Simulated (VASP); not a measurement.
# Ga (Cmcm) in VASP: notebook

Ga is run at these levels: PBE; tasks: single point.

All numbers are computed with VASP 6.6.1; they aren't measurements. Logs are shortened: lines on timing, memory, paths and dates and some standing lists are left out, and cuts for length are marked.

## (1) The cell of the first run

It takes space group Cmcm (No. 63, orthorhombic). The conventional cell has a = 2.900 Å, b = 8.130 Å, c = 3.170 Å, α = 90.00°, β = 90.00°, γ = 90.00°. Ga (site symmetry m2m) has 10 Ga at 2.68 to 3.17 Å within 3.5 Å.

## (2) Single point, PBE, non-collinear spin, zero start, spin-orbit coupling

Contents of INCAR:

```
SYSTEM = Ga
PREC = Accurate
ENCUT = 500
EDIFF = 1E-6
ISMEAR = -1
SIGMA = 0.08
LREAL = .False.
LASPH = .True.
NELM = 200
ALGO = Normal
ISIF = 2
LWAVE = .False.
LCHARG = .False.
MAGMOM = 0 0 0 0 0 0
LORBIT = 11
LSORBIT = .True.
GGA_COMPAT = .False.
LORBMOM = .True.
GGA = PE
NBANDS = 38
```

Contents of KPOINTS:

```
regular mesh
0
Gamma
  12 12 10
  0 0 0
```

Contents of POSCAR:

```
Ga
1.0
    1.4500000000     -4.0650000000      0.0000000000
    1.4500000000      4.0650000000      0.0000000000
    0.0000000000      0.0000000000      3.1700000000
Ga
2
Direct
    0.8670000000      0.1330000000      0.2500000000
    0.1330000000      0.8670000000      0.7500000000
```

Potentials or basis: VASP PAW PBE potentials, release 64 (Ga_d).

The run is started by

```bash
cat potpaw_PBE.64/Ga_d/POTCAR > POTCAR
mpirun -np 1 vasp_ncl > vasp.out
```

OUTCAR:

```text
SYSTEM = Ga
   PREC = Accurate
   ENCUT = 500
   EDIFF = 1E-6
   ISMEAR = -1
   LREAL = .False.
   LASPH = .True.
   NELM = 200
   ISIF = 2
   LORBIT = 11
   LSORBIT = .True.
   GGA = PE

 ion  position               nearest neighbor table
   1  0.867  0.133  0.250-   2 2.68   2 2.68   2 2.87   2 2.87   2 2.87   2 2.87
   2  0.133  0.867  0.750-   1 2.68   1 2.68   1 2.87   1 2.87   1 2.87   1 2.87

  LATTYP: Found a base centered orthorhombic cell.
 ALAT       =     2.9000000000
 B/A-ratio  =     2.8034482759
 C/A-ratio  =     1.0931034483

  Lattice vectors:

 A1 = (   1.4500000000,  -4.0650000000,   0.0000000000)
 A2 = (   1.4500000000,   4.0650000000,   0.0000000000)
 A3 = (   0.0000000000,   0.0000000000,   3.1700000000)

Analysis of symmetry for initial positions (statically):
=====================================================================
 Subroutine PRICEL returns:
 Original cell was already a primitive cell.

 Routine SETGRP: Setting up the symmetry group for a
 base centered orthorhombic supercell.

 Subroutine GETGRP returns: Found  8 space group operations
 (whereof  4 operations were pure point group operations)
 out of a pool of  8 trial point group operations.

The static configuration has the point symmetry C_2h.
 The point group associated with its full space group is D_2h.

Analysis of symmetry for dynamics (positions and initial velocities):
=====================================================================
 Subroutine PRICEL returns:
 Original cell was already a primitive cell.

 Routine SETGRP: Setting up the symmetry group for a
 base centered orthorhombic supercell.

 Subroutine GETGRP returns: Found  8 space group operations
 (whereof  4 operations were pure point group operations)
 out of a pool of  8 trial point group operations.

The dynamic configuration has the point symmetry C_2h.
 The point group associated with its full space group is D_2h.

Analysis of structural, dynamic, and magnetic symmetry:
=====================================================================
 Subroutine PRICEL returns:
 Original cell was already a primitive cell.

 Routine SETGRP: Setting up the symmetry group for a
 base centered orthorhombic supercell.

 Subroutine GETGRP returns: Found  8 space group operations
 (whereof  4 operations were pure point group operations)
 out of a pool of  8 trial point group operations.

The overall configuration has the point symmetry C_2h.
 The point group associated with its full space group is D_2h.

 Subroutine INISYM returns: Found  8 space group operations
 (whereof  4 operations are pure point group operations),
[... 1163 lines left out ...]
    total drift:                                0.000000      0.000000     -0.000000

  FREE ENERGIE OF THE ION-ELECTRON SYSTEM (eV)
  ---------------------------------------------------
  free  energy   TOTEN  =        -5.7703110775 eV

  energy  without entropy=       -5.7533132641  energy(sigma->0) =       -5.76181217

 orbital moment (x)

 # of ion     p       d       tot
 ----------------------------------------
  1         0.000  -0.000  -0.000
  2         0.000  -0.000  -0.000
 ----------------------------------------
            0.000  -0.000  -0.000

 orbital moment (y)

 # of ion     p       d       tot
 ----------------------------------------
  1         0.000   0.000   0.000
  2         0.000  -0.000  -0.000
 ----------------------------------------
            0.000   0.000   0.000

 orbital moment (z)

 # of ion     p       d       tot
 ----------------------------------------
  1        -0.000   0.000  -0.000
  2        -0.000   0.000  -0.000
 ----------------------------------------
           -0.000   0.000  -0.000

 Spin-Orbit-Coupling matrix elements

 Ion:    1  E_soc:     -0.0108897
 l=   1
     0.0000000    -0.0009944    -0.0010081
    -0.0009944     0.0000000    -0.0009561
    -0.0010081    -0.0009561     0.0000000
 l=   2
     0.0000000    -0.0001661     0.0000000    -0.0001672    -0.0006671
    -0.0001661     0.0000000    -0.0004960    -0.0001647    -0.0001656
     0.0000000    -0.0004960     0.0000000    -0.0004959     0.0000000
    -0.0001672    -0.0001647    -0.0004959     0.0000000    -0.0001637
    -0.0006671    -0.0001656     0.0000000    -0.0001637     0.0000000
 l=   3
     0.0000000     0.0000000     0.0000000     0.0000000     0.0000000     0.0000000     0.0000000
     0.0000000     0.0000000     0.0000000     0.0000000     0.0000000     0.0000000     0.0000000
     0.0000000     0.0000000     0.0000000     0.0000000     0.0000000     0.0000000     0.0000000
     0.0000000     0.0000000     0.0000000     0.0000000     0.0000000     0.0000000     0.0000000
     0.0000000     0.0000000     0.0000000     0.0000000     0.0000000     0.0000000     0.0000000
     0.0000000     0.0000000     0.0000000     0.0000000     0.0000000     0.0000000     0.0000000
     0.0000000     0.0000000     0.0000000     0.0000000     0.0000000     0.0000000     0.0000000

 Ion:    2  E_soc:     -0.0108897
 l=   1
     0.0000000    -0.0009944    -0.0010081
    -0.0009944     0.0000000    -0.0009561
    -0.0010081    -0.0009561     0.0000000
 l=   2
     0.0000000    -0.0001661     0.0000000    -0.0001672    -0.0006671
    -0.0001661     0.0000000    -0.0004960    -0.0001647    -0.0001656
     0.0000000    -0.0004960     0.0000000    -0.0004959     0.0000000
    -0.0001672    -0.0001647    -0.0004959     0.0000000    -0.0001637
    -0.0006671    -0.0001656     0.0000000    -0.0001637     0.0000000
 l=   3
     0.0000000     0.0000000     0.0000000     0.0000000     0.0000000     0.0000000     0.0000000
     0.0000000     0.0000000     0.0000000     0.0000000     0.0000000     0.0000000     0.0000000
     0.0000000     0.0000000     0.0000000     0.0000000     0.0000000     0.0000000     0.0000000
     0.0000000     0.0000000     0.0000000     0.0000000     0.0000000     0.0000000     0.0000000
     0.0000000     0.0000000     0.0000000     0.0000000     0.0000000     0.0000000     0.0000000
     0.0000000     0.0000000     0.0000000     0.0000000     0.0000000     0.0000000     0.0000000
     0.0000000     0.0000000     0.0000000     0.0000000     0.0000000     0.0000000     0.0000000

 total charge

# of ion       s       p       d       tot
------------------------------------------
    1        1.001   0.603   9.959  11.563
    2        1.001   0.603   9.959  11.563
--------------------------------------------------
tot          2.001   1.206  19.919  23.126

 magnetization (x)

# of ion       s       p       d       tot
------------------------------------------
    1        0.000   0.000   0.000   0.000
    2        0.000   0.000   0.000   0.000
--------------------------------------------------
tot          0.000   0.000   0.000   0.000

 magnetization (y)

# of ion       s       p       d       tot
------------------------------------------
    1        0.000   0.000   0.000   0.000
    2        0.000   0.000   0.000   0.000
--------------------------------------------------
tot          0.000   0.000   0.000   0.000

 magnetization (z)

# of ion       s       p       d       tot
------------------------------------------
    1        0.000   0.000   0.000   0.000
    2        0.000   0.000   0.000   0.000
--------------------------------------------------
tot          0.000   0.000   0.000   0.000
```

stdout:

```text
POSCAR found type information on POSCAR Ga
 POSCAR found :  1 types and       2 ions
 scaLAPACK will be used
 LDA part: xc-table for (Slater+PW92), standard interpolation
 POSCAR, INCAR and KPOINTS ok, starting setup
 FFT: planning ... GRIDC
 FFT: planning ... GRID_SOFT
 FFT: planning ... GRID
 WAVECAR not read
 entering main loop
```

Run time: 17 min. Hardware: 1 thread of Intel Xeon 8259CL, shared host; peak memory 0.58 GiB.

Results:

```
Free energy                                           : -5.7703 eV
Pressure                                              : 1.6 GPa
Largest force                                         : 0.197 eV/Å
Net moment                                            : 0.00 μB per cell
Valence electrons inside the program's atomic spheres : Ga 11.56
```

Forces on the atoms (eV/Å):
```
Ga   0.000  0.197  0.000
Ga   0.000 -0.197  0.000
```

Stress tensor (GPa, compression positive):
```
-0.75  0.00  0.00
 0.00  2.91  0.00
 0.00  0.00  2.71
```

Moments on the atoms (μB; x, y, z):
```
Ga  0.00 0.00 0.00
Ga  0.00 0.00 0.00
```

## (3) Single point, PBE (equal xx and yy strain of -2 %)

Contents of INCAR:

```
SYSTEM = Ga
PREC = Accurate
ENCUT = 520
EDIFF = 1E-7
ISMEAR = -1
SIGMA = 0.08
LREAL = .FALSE.
LASPH = .TRUE.
NELM = 80
ALGO = Normal
ISIF = 2
LWAVE = .FALSE.
LCHARG = .FALSE.
GGA = PE
NBANDS = 20
```

Contents of KPOINTS:

```
Automatic mesh
0
G
  12 12 10
  0 0 0
```

Contents of POSCAR:

```
Ga
1.0
    1.4210000000     -3.9837000000      0.0000000000
    1.4210000000      3.9837000000      0.0000000000
    0.0000000000      0.0000000000      3.1700000000
Ga
2
Direct
    0.8670000000      0.1330000000      0.2500000000
    0.1330000000      0.8670000000      0.7500000000
```

Potentials or basis: VASP PAW PBE potentials, release 64 (Ga_d).

The run is started by

```bash
cat potpaw_PBE.64/Ga_d/POTCAR > POTCAR
mpirun -np 1 vasp_std > vasp.out
```

Run time: 46 s. Hardware: 1 thread of Intel Xeon 6975P-C (Granite Rapids), shared host; peak memory 0.27 GiB.

Results (log left out):

| Property | Result |
| --- | --- |
| Free energy | -5.7385 eV |
| Pressure | 4.1 GPa |
| Largest force | 0.211 eV/Å |
| Band gap on the k mesh | zero (bands 13 and 14 overlap by 9.39 eV) |

Forces in eV/Å, atoms in the order of the input:
```
Ga   0.000  0.211  0.000
Ga   0.000 -0.211  0.000
```

Stress tensor (GPa, compression positive):
```
1.61 0.00 0.00
0.00 5.24 0.00
0.00 0.00 5.35
```

Levels at points of the mesh, in eV from the Fermi level:
```tsv
k point	band 10	band 11	band 12	band 13	band 14	band 15	band 16	band 17
(0.00, 0.00, 0.00)	-14.73	-11.59	-2.32	-1.41	2.54	6.30	8.30	9.26
(0.50, 0.00, 0.00)	-14.79	-6.75	-5.58	-1.80	-0.29	6.63	6.77	9.30
(0.50, 0.50, 0.00)	-14.81	-9.47	-8.82	4.89	5.66	6.15	7.02	7.19
(0.00, 0.00, 0.50)	-14.82	-7.74	-7.74	1.85	1.85	2.65	2.65	10.83
(0.50, 0.00, 0.50)	-14.79	-3.11	-3.11	-1.73	-1.73	1.88	1.88	4.34
(0.50, 0.50, 0.50)	-14.89	-5.79	-5.79	-4.50	-4.50	10.01	10.01	11.97
```

Caveat: the cell differs from its parent crystal (equal xx and yy strain of -2 %); the cell stands under pressure.

## (4) Single point, PBE (equal xx and yy strain of +1 %)

Contents of INCAR:

```
SYSTEM = Ga
  ALGO = Normal
  EDIFF = 1E-6
  ENCUT = 520
  GGA = PE
  ISIF = 2
  ISMEAR = -1
  LASPH = .True.
  LCHARG = .False.
  LREAL = .False.
  LWAVE = .False.
  NBANDS = 20
  NELM = 80
  PREC = Accurate
  SIGMA = 0.08
```

Contents of KPOINTS:

```
k-points
0
Gamma
  12 12 10
  0 0 0
```

Contents of POSCAR:

```
Ga
1.0
    1.4645000000     -4.1056500000      0.0000000000
    1.4645000000      4.1056500000      0.0000000000
    0.0000000000      0.0000000000      3.1700000000
Ga
2
Direct
    0.8670000000      0.1330000000      0.2500000000
    0.1330000000      0.8670000000      0.7500000000
```

The run is started by

```bash
cat potpaw_PBE.64/Ga_d/POTCAR > POTCAR
mpirun -np 1 vasp_std > vasp.out
```

Run time: 40 s. Hardware: 1 thread of Intel Xeon 6975P-C (Granite Rapids), shared host; peak memory 0.28 GiB.

The run converged. Its results:

```yaml
Free_energy: -5.7629 eV
Pressure: 0.6 GPa
Largest_force: 0.189 eV/Å
Band_gap_on_the_k_mesh: zero (bands 13 and 14 overlap by 9.36 eV)
```

Forces in eV/Å, atoms in the order of the input:
```
Ga   0.000  0.189  0.000
Ga   0.000 -0.189  0.000
```

Stress tensor (GPa, compression positive):
```
-1.74  0.00  0.00
 0.00  1.88  0.00
 0.00  0.00  1.76
```

Levels at points of the mesh, in eV from the Fermi level:
```csv
k point,band 9,band 10,band 11,band 12,band 13,band 14,band 15,band 16,band 17,band 18
"(0.00, 0.00, 0.00)",-14.84,-14.68,-11.10,-2.27,-1.69,3.04,6.68,7.58,8.50,10.23
"(0.50, 0.00, 0.00)",-14.75,-14.74,-6.71,-5.37,-1.77,-0.52,6.33,6.75,8.66,9.30
"(0.50, 0.50, 0.00)",-14.80,-14.75,-9.12,-8.50,5.22,5.59,5.93,7.05,7.15,9.16
"(0.00, 0.00, 0.50)",-14.76,-14.76,-7.28,-7.28,1.83,1.83,2.40,2.40,10.09,10.09
"(0.50, 0.00, 0.50)",-14.73,-14.73,-3.06,-3.06,-1.56,-1.56,1.83,1.83,4.17,4.17
"(0.50, 0.50, 0.50)",-14.80,-14.80,-5.53,-5.53,-4.14,-4.14,9.37,9.37,11.14,11.14
```

Caveat: the cell differs from its parent crystal (equal xx and yy strain of +1 %).

## (5) Summary

```tsv
spin	cell	cutoff (eV)	gap on the mesh (eV)	pressure (GPa)	largest force (eV/Å)
non-collinear, zero start, SOC	a = 4.316, b = 4.316, c = 3.170 Å, angles 90.0, 90.0, 140.7°, 2 atoms	500	-	1.6	0.20
off	a = 4.230, b = 4.230, c = 3.170 Å, angles 90.0, 90.0, 140.7°, 2 atoms	520	none	4.1	0.21
off	a = 4.359, b = 4.359, c = 3.170 Å, angles 90.0, 90.0, 140.7°, 2 atoms	520	none	0.6	0.19
```

Alike in all rows: task single point; level PBE; potentials or basis VASP PAW PBE potentials, release 64 (Ga_d); k mesh 12 × 12 × 10; smearing fermi-dirac 0.08 eV.

Caveats: the cell stands under pressure (at least some runs).

Total energies depend on the potentials used, so only differences within one code and one set of settings carry meaning.
